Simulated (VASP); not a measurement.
# CdTe (rocksalt type) (Fm-3m) in VASP: a series of runs

CdTe (rocksalt type) is run at these levels: PBE; tasks: single point, relaxation of cell and atoms.

Everything below comes from runs of VASP 6.6.1. Logs are shortened: lines on timing, memory, paths and dates and some standing lists are left out, and cuts for length are marked.

### 1 The cell of the first run

It takes space group Fm-3m (No. 225, cubic). Conventional cell: a = 6.124 Å, b = 6.124 Å, c = 6.124 Å, α = 90.00°, β = 90.00°, γ = 90.00°. Cd (site symmetry m-3m) has 6 Te at 3.06 Å within 4.0 Å. Within 4.0 Å of Te (site symmetry m-3m) lie 6 Cd at 3.06 Å.

### 2 Single point, PBE

Contents of INCAR:

```
PREC = Accurate ; ENCUT = 520
EDIFF = 1E-7 ; ISMEAR = -1
SIGMA = 0.05 ; LREAL = F
LASPH = T ; NELM = 60
ALGO = Normal ; ISIF = 2
LWAVE = F ; LCHARG = F
GGA = PE ; NBANDS = 16
```

Contents of KPOINTS:

```
Automatic mesh
0
Gamma
  12 12 12
```

Contents of POSCAR:

```
CdTe
1.0
    0.0000000000      3.0619746479      3.0619746479
    3.0619746479      0.0000000000      3.0619746479
    3.0619746479      3.0619746479      0.0000000000
Cd Te
1 1
Direct
    0.0000000000      0.0000000000      0.0000000000
    0.5000000000      0.5000000000      0.5000000000
```

Potentials or basis: VASP PAW PBE potentials, release 64 (Cd, Te).

On the command line:

```
> cat potpaw_PBE.64/Cd/POTCAR potpaw_PBE.64/Te/POTCAR > POTCAR
> mpirun -np 1 vasp_std > vasp.out
```

OUTCAR:

```text
PREC = Accurate
   ENCUT = 520
   EDIFF = 1E-7
   ISMEAR = -1
   LREAL = F
   LASPH = T
   NELM = 60
   ISIF = 2
   GGA = PE

 ion  position               nearest neighbor table
   1  0.000  0.000  0.000-   2 3.06   2 3.06   2 3.06   2 3.06   2 3.06   2 3.06
   2  0.500  0.500  0.500-   1 3.06   1 3.06   1 3.06   1 3.06   1 3.06   1 3.06

  LATTYP: Found a face centered cubic cell.
 ALAT       =     6.1239492958

  Lattice vectors:

 A1 = (   0.0000000000,   3.0619746479,   3.0619746479)
 A2 = (   3.0619746479,   0.0000000000,   3.0619746479)
 A3 = (   3.0619746479,   3.0619746479,   0.0000000000)

Analysis of symmetry for initial positions (statically):
=====================================================================
 Subroutine PRICEL returns:
 Original cell was already a primitive cell.

 Routine SETGRP: Setting up the symmetry group for a
 face centered cubic supercell.

 Subroutine GETGRP returns: Found 48 space group operations
 (whereof 48 operations were pure point group operations)
 out of a pool of 48 trial point group operations.

The static configuration has the point symmetry O_h .

Analysis of symmetry for dynamics (positions and initial velocities):
=====================================================================
 Subroutine PRICEL returns:
 Original cell was already a primitive cell.

 Routine SETGRP: Setting up the symmetry group for a
 face centered cubic supercell.

 Subroutine GETGRP returns: Found 48 space group operations
 (whereof 48 operations were pure point group operations)
 out of a pool of 48 trial point group operations.

The dynamic configuration has the point symmetry O_h .

 Subroutine INISYM returns: Found 48 space group operations
 (whereof 48 operations are pure point group operations),
 and found     1 'primitive' translations

----------------------------------------------------------------------------------------

                                     Primitive cell

  volume of cell :      57.4162

  direct lattice vectors                    reciprocal lattice vectors
     0.000000000  3.061974648  3.061974648    -0.163293318  0.163293318  0.163293318
     3.061974648  0.000000000  3.061974648     0.163293318 -0.163293318  0.163293318
     3.061974648  3.061974648  0.000000000     0.163293318  0.163293318 -0.163293318

  length of vectors
     4.330286075  4.330286075  4.330286075     0.282832323  0.282832323  0.282832323

  position of ions in fractional coordinates (direct lattice)
     0.000000000  0.000000000  0.000000000
     0.500000000  0.500000000  0.500000000

  ion indices of the primitive-cell ions
   primitive index   ion index
                 1           1
                 2           2

----------------------------------------------------------------------------------------

 KPOINTS: Automatic mesh

Automatic generation of k-mesh.
 Grid dimensions read from file:
 generate k-points for:   12   12   12

 Generating k-lattice:

  Cartesian coordinates                     Fractional coordinates (reciprocal lattice)
    -0.013607777  0.013607777  0.013607777     0.083333333  0.000000000  0.000000000
     0.013607777 -0.013607777  0.013607777     0.000000000  0.083333333  0.000000000
     0.013607777  0.013607777 -0.013607777     0.000000000  0.000000000  0.083333333

  Length of vectors
     0.023569360  0.023569360  0.023569360

  Shift w.r.t. Gamma in fractional coordinates (k-lattice)
     0.000000000  0.000000000  0.000000000

 Subroutine IBZKPT returns following result:
 ===========================================

 Found     72 irreducible k-points:

 Following reciprocal coordinates:
            Coordinates               Weight
  0.000000  0.000000  0.000000      1.000000
  0.083333  0.000000  0.000000      8.000000
  0.166667  0.000000  0.000000      8.000000
  0.250000  0.000000  0.000000      8.000000
  0.333333  0.000000  0.000000      8.000000
  0.416667  0.000000  0.000000      8.000000
[... 16 lines left out ...]
  0.500000  0.166667  0.000000     24.000000
 -0.416667  0.166667  0.000000     24.000000
 [... further k-points ...]
   k-points           NKPTS =     72   k-points in BZ     NKDIM =     72   number of bands    NBANDS=     16
   number of dos      NEDOS =    301   number of ions     NIONS =      2
   total plane-waves  NPLWV =  32768
   dimension x,y,z NGX =    32 NGY =   32 NGZ =   32
   dimension x,y,z NGXF=    64 NGYF=   64 NGZF=   64
   ions per type =               1   1
   NGX,Y,Z   is equivalent  to a cutoff of  12.29, 12.29, 12.29 a.u.
   NGXF,Y,Z  is equivalent  to a cutoff of  24.57, 24.57, 24.57 a.u.
 SYSTEM =  unknown system
   PREC   = accura    normal or accurate (medium, high low for compatibility)
   ISTART =      0    job   : 0-new  1-cont  2-samecut
   ICHARG =      2    charge: 1-file 2-atom 10-const
   ISPIN  =      1    spin polarized calculation?
   LNONCOLLINEAR =      F non collinear calculations
   LSORBIT =      F    spin-orbit coupling
   LASPH  =      T    aspherical Exc in radial PAW
   ENCUT  =  520.0 eV  38.22 Ry    6.18 a.u.   8.05  8.05  8.05*2*pi/ulx,y,z
   NELM   =     60;   NELMIN=  2; NELMDL= -5     # of ELM steps
   EDIFF  = 0.1E-06   stopping-criterion for ELM
   LREAL  =      F    real-space projection
   EDIFFG = 0.1E-05   stopping-criterion for IOM
   NSW    =      0    number of steps for IOM
   IBRION =     -1    ionic relax: 0-MD 1-quasi-New 2-CG
   NFREE  =      0    steps in history (QN), initial steepest desc. (CG)
   ISIF   =      2    stress and relaxation
   ISYM   =      2    0-nonsym 1-usesym 2-fastsym
   POTIM  = 0.5000    time-step for ionic-motion
   TEBEG  =    0.0;   TEEND  =   0.0 temperature during run
   PSTRESS=    0.0 pullay stress
   NELECT =      18.0000    total number of electrons
   NUPDOWN=      -1.0000    fix difference up-down
   EMIN   =  10.00;   EMAX   =-10.00  energy-range for DOS
   EFERMI =   0.00;   METHOD = LEGACY
   ISMEAR =    -1;   SIGMA  =   0.05  broadening in eV -4-tet -1-fermi 0-gaus
   EFERMI_NEDOS =   21; number of points for ismear=-14 and -15
   IALGO  =     38    algorithm
   IMIX   =      4    mixing-type and parameters
     AMIX     =   0.40;   BMIX     =  1.00
     AMIX_MAG =   1.60;   BMIX_MAG =  1.00
  volume/ion in A,a.u.               =      28.71       193.73
  Fermi-wavevector in a.u.,A,eV,Ry     =   1.112126  2.101614 16.828022  1.236825
  Thomas-Fermi vector in A             =   2.248697
   LORBIT       =      0    0 simple, 1 ext, 2 COOP (PROOUT), +10 PAW based schemes
   GGA     = PE    functional components
   LHFCALC =     F    Hartree Fock is set to
   AEXX    =    0.0000 exact exchange contribution
   IVDW    =     0    specifies the selected vdW correction
   LEPSILON=     F    determine dielectric tensor
   LRPA    =     F    only Hartree local field effects (RPA)
 non-spin polarized calculation
  energy-cutoff  :      520.00
  volume of cell :       57.42
 maximum number of plane-waves:      1572
   NGX = 17   NGY = 17   NGZ = 17

 number of electron      18.0000007 magnetization

 Free energy of the ion-electron system (eV)
  ---------------------------------------------------
  ext. energy  EPLUGINS =         0.00000000
  ---------------------------------------------------
  free energy    TOTEN  =        -4.45540568 eV

  energy without entropy =       -4.44719000  energy(sigma->0) =       -4.45129784

 E-fermi :   3.8131     XC(G=0):  -9.6733

 val. band max:        3.8066878496   @ k =   0.5000   0.0000   0.0000
 cond. band min:       3.8480609339   @ k =  -0.2500   0.0833   0.0000
 fundamental gap:      0.0413730843
 Fermi energy:         3.8130551431

 k-point     1 :       0.0000    0.0000    0.0000
  band No.  band energies     occupation
      1      -7.6907      2.00000
      2      -4.4315      2.00000
      3      -4.4315      2.00000
      4      -4.3920      2.00000
      5      -4.3920      2.00000
      6      -4.3920      2.00000
[... 8 lines left out ...]
     15      11.5416      0.00000
     16      11.5416      0.00000

 k-point     2 :       0.0833    0.0000    0.0000
  band No.  band energies     occupation
      1      -7.6363      2.00000
      2      -4.4400      2.00000
      3      -4.4400      2.00000
      4      -4.3941      2.00000
      5      -4.3879      2.00000
      6      -4.3879      2.00000
[... 8 lines left out ...]
     15      11.3635      0.00000
     16      11.5289      0.00000

 k-point     3 :       0.1667    0.0000    0.0000
  band No.  band energies     occupation
      1      -7.4795      2.00000
      2      -4.4654      2.00000
      3      -4.4654      2.00000
      4      -4.4007      2.00000
      5      -4.3742      2.00000
      6      -4.3742      2.00000
[... 8 lines left out ...]
     15      11.6730      0.00000
     16      11.6730      0.00000

 k-point     4 :       0.2500    0.0000    0.0000
  band No.  band energies     occupation
      1      -7.2417      2.00000
      2      -4.5013      2.00000
      3      -4.5013      2.00000
      4      -4.4129      2.00000
      5      -4.3538      2.00000
      6      -4.3538      2.00000
[... 8 lines left out ...]
     15      12.3018      0.00000
     16      12.3018      0.00000

 k-point     5 :       0.3333    0.0000    0.0000
  band No.  band energies     occupation
      1      -6.9668      2.00000
      2      -4.5371      2.00000
      3      -4.5371      2.00000
      4      -4.4319      2.00000
      5      -4.3328      2.00000
      6      -4.3328      2.00000
[... 8 lines left out ...]
     15      13.1593      0.00000
     16      13.1593      0.00000

 k-point     6 :       0.4167    0.0000    0.0000
  band No.  band energies     occupation
      1      -6.7313      2.00000
      2      -4.5632      2.00000
      3      -4.5632      2.00000
      4      -4.4541      2.00000
      5      -4.3172      2.00000
      6      -4.3172      2.00000
[... 8 lines left out ...]
     15      14.1766      0.00000
     16      14.1766      0.00000

 k-point     7 :       0.5000    0.0000    0.0000
  band No.  band energies     occupation
      1      -6.6351      2.00000
      2      -4.5726      2.00000
      3      -4.5726      2.00000
      4      -4.4653      2.00000
      5      -4.3115      2.00000
      6      -4.3115      2.00000
[... 8 lines left out ...]
     15      14.9196      0.00000
     16      14.9196      0.00000

 k-point     8 :       0.0833    0.0833    0.0000
  band No.  band energies     occupation
      1      -7.6193      2.00000
      2      -4.4539      2.00000
      3      -4.4282      2.00000
      4      -4.3962      2.00000
      5      -4.3863      2.00000
      6      -4.3863      2.00000
[... 8 lines left out ...]
     15      12.1205      0.00000
     16      12.1205      0.00000

 k-point     9 :       0.1667    0.0833    0.0000
  band No.  band energies     occupation
      1      -7.5001      2.00000
      2      -4.4775      2.00000
      3      -4.4369      2.00000
      4      -4.4011      2.00000
      5      -4.3776      2.00000
      6      -4.3740      2.00000
[... 8 lines left out ...]
     15      12.2290      0.00000
     16      12.3402      0.00000
[... 172 lines left out ...]
 k-point    19 :       0.1667    0.1667    0.0000
  band No.  band energies     occupation
      1      -7.4277      2.00000
      2      -4.4884      2.00000
      3      -4.4194      2.00000
      4      -4.4077      2.00000
      5      -4.3693      2.00000
      6      -4.3693      2.00000
[... 8 lines left out ...]
     15      13.2393      0.00000
     16      13.2393      0.00000

 k-point    20 :       0.2500    0.1667    0.0000
  band No.  band energies     occupation
      1      -7.2746      2.00000
      2      -4.4887      2.00000
      3      -4.4286      2.00000
      4      -4.4140      2.00000
      5      -4.3556      2.00000
      6      -4.3504      2.00000
[... 8 lines left out ...]
     15      13.4952      0.00000
     16      13.5342      0.00000

 k-point    21 :       0.3333    0.1667    0.0000
  band No.  band energies     occupation
      1      -7.0697      2.00000
      2      -4.4729      2.00000
      3      -4.4573      2.00000
      4      -4.4189      2.00000
      5      -4.3353      2.00000
      6      -4.3271      2.00000
[... 8 lines left out ...]
     15      13.8201      0.00000
     16      14.1274      0.00000

 k-point    22 :       0.4167    0.1667    0.0000
  band No.  band energies     occupation
      1      -6.8613      2.00000
      2      -4.4932      2.00000
      3      -4.4445      2.00000
      4      -4.4242      2.00000
      5      -4.3103      2.00000
      6      -4.3061      2.00000
[... 8 lines left out ...]
     15      14.6140      0.00000
     16      14.9788      0.00000

 k-point    23 :       0.5000    0.1667    0.0000
  band No.  band energies     occupation
      1      -6.7120      2.00000
      2      -4.5263      2.00000
      3      -4.4342      2.00000
      4      -4.4179      2.00000
      5      -4.3044      2.00000
      6      -4.2741      2.00000
[... 8 lines left out ...]
     15      15.0512      0.00000
     16      15.0628      0.00000

 k-point    24 :      -0.4167    0.1667    0.0000
  band No.  band energies     occupation
      1      -6.6782      2.00000
      2      -4.5488      2.00000
      3      -4.4496      2.00000
      4      -4.4068      2.00000
      5      -4.3102      2.00000
      6      -4.2617      2.00000
[... 8 lines left out ...]
     15      13.9486      0.00000
     16      14.2199      0.00000

 [... further k-points ...]

------------------------ aborting loop because EDIFF is reached ----------------------------------------

  FORCE on cell =-STRESS in cart. coord.  units (eV):
  Direction    XX          YY          ZZ          XY          YZ          ZX
  --------------------------------------------------------------------------------------
  -------------------------------------------------------------------------------------
  Total        0.0575301      0.0575301      0.0575301     -0.0000000     -0.0000000     -0.0000000
  in kB        1.6053556      1.6053556      1.6053556     -0.0000000     -0.0000000     -0.0000000
  external PRESSURE =       1.6053556 kB  Pullay stress =       0.0000000 kB

 VOLUME and BASIS-vectors are now :
 -----------------------------------------------------------------------------
  energy-cutoff  :      520.00
  volume of cell :       57.42
      direct lattice vectors                 reciprocal lattice vectors
     0.000000000  3.061974648  3.061974648    -0.163293318  0.163293318  0.163293318
     3.061974648  0.000000000  3.061974648     0.163293318 -0.163293318  0.163293318
     3.061974648  3.061974648  0.000000000     0.163293318  0.163293318 -0.163293318

 POSITION                                       TOTAL-FORCE (eV/Angst)
 -----------------------------------------------------------------------------------
      0.00000      0.00000      0.00000        -0.000000     -0.000000     -0.000000
      3.06197      3.06197      3.06197         0.000000      0.000000      0.000000
 -----------------------------------------------------------------------------------
    total drift:                                0.000000     -0.000000     -0.000000

  FREE ENERGIE OF THE ION-ELECTRON SYSTEM (eV)
  ---------------------------------------------------
  free  energy   TOTEN  =        -4.4554056796 eV

  energy  without entropy=       -4.4471899999  energy(sigma->0) =       -4.45129784
```

It took 19 s on 1 thread of Intel Xeon 6975P-C (Granite Rapids), shared host; peak memory 0.22 GiB.

What came out:

* Free energy: -4.4554 eV
* Pressure: 0.2 GPa
* Band gap on the k mesh: zero (bands 9 and 10 overlap by 1.32 eV)

Caveat: spin-orbit coupling is left out, which moves the levels of the heavy elements.

### 3 Relaxation of cell and atoms, PBE

This run uses another cell than the first one, of 24.34 Å³/atom.

Contents of INCAR:

```
SYSTEM = CdTe
  ALGO = Normal
  EDIFF = 1E-6
  EDIFFG = -0.005
  ENCUT = 600
  GGA = PE
  IBRION = 2
  ISIF = 3
  ISMEAR = -1
  LASPH = .TRUE.
  LCHARG = .FALSE.
  LREAL = .FALSE.
  LWAVE = .FALSE.
  NELM = 60
  NSW = 60
  PREC = Accurate
  SIGMA = 0.05
```

Contents of KPOINTS:

```
k-points
0
G
  12 12 12
  0 0 0
```

Contents of POSCAR:

```
CdTe
1.0
    0.0000000000      2.8981565878      2.8981565878
    2.8981565878      0.0000000000      2.8981565878
    2.8981565878      2.8981565878      0.0000000000
Cd Te
1 1
Direct
    0.0000000000      0.0000000000      0.0000000000
    0.5000000000      0.5000000000      0.5000000000
```

Potentials or basis: VASP PAW PBE potentials, release 64 (Cd, Te).

On the command line:

```
> cat potpaw_PBE.64/Cd/POTCAR potpaw_PBE.64/Te/POTCAR > POTCAR
> mpirun -np 1 vasp_std > vasp.out
```

It took 84 s on 1 thread of Intel Xeon 6975P-C (Granite Rapids), shared host; peak memory 0.24 GiB.

The run converged. Its results:

| Property | Result |
| --- | --- |
| Free energy | -4.4532 eV |
| Relaxed volume | 28.80 Å³/atom |
| Relaxed cell | a = 4.335 Å, b = 4.335 Å, c = 4.335 Å, α = 60.00°, β = 60.00°, γ = 60.00° |
| Space group after relaxing (to 0.1 Å) | Fm-3m (No. 225) |
| Energy gained by relaxing | 138.9 meV/atom |
| Ionic steps | 5 |
| Pressure after relaxing | 0.0 GPa |
| Band gap on the k mesh | zero (bands 9 and 10 overlap by 1.32 eV) |

Step by step:
| step | energy change (eV) | largest force (eV/Å) | pressure (GPa) | volume (Å³) |
| --- | --- | --- | --- | --- |
| 1 | 0.0000 | 0.0000 | 11.79 | 48.69 |
| 2 | -0.2281 | 0.0000 | -3.06 | 62.43 |
| 3 | -0.2777 | 0.0000 | 0.08 | 57.52 |
| 4 | -0.2777 | 0.0000 | -0.07 | 57.71 |
| 5 | -0.2778 | 0.0000 | 0.00 | 57.61 |

Final structure:
```
Cd Te
1.0
     0.00000    3.06539    3.06539
     3.06539    0.00000    3.06539
     3.06539    3.06539    0.00000
Cd Te
1 1
Direct
  0.00000 0.00000 0.00000
  0.50000 0.50000 0.50000
```

Levels at points of the mesh, in eV from the Fermi level:
```
           k point  band 6  band 7  band 8  band 9  band 10  band 11  band 12  band 13
(0.00, 0.00, 0.00)   -8.20   -0.41   -0.41   -0.41     0.31     7.14     7.14     7.14
(0.50, 0.00, 0.00)   -8.12   -5.04   -0.01   -0.01     2.77     4.04     4.04     4.72
(0.50, 0.50, 0.00)   -7.45   -3.98   -1.98   -1.98    -1.23     4.32     9.13     9.13
```

Caveat: the volume moved by over 15 % at a fixed basis, so the end points are rough; spin-orbit coupling is left out, which moves the levels of the heavy elements.
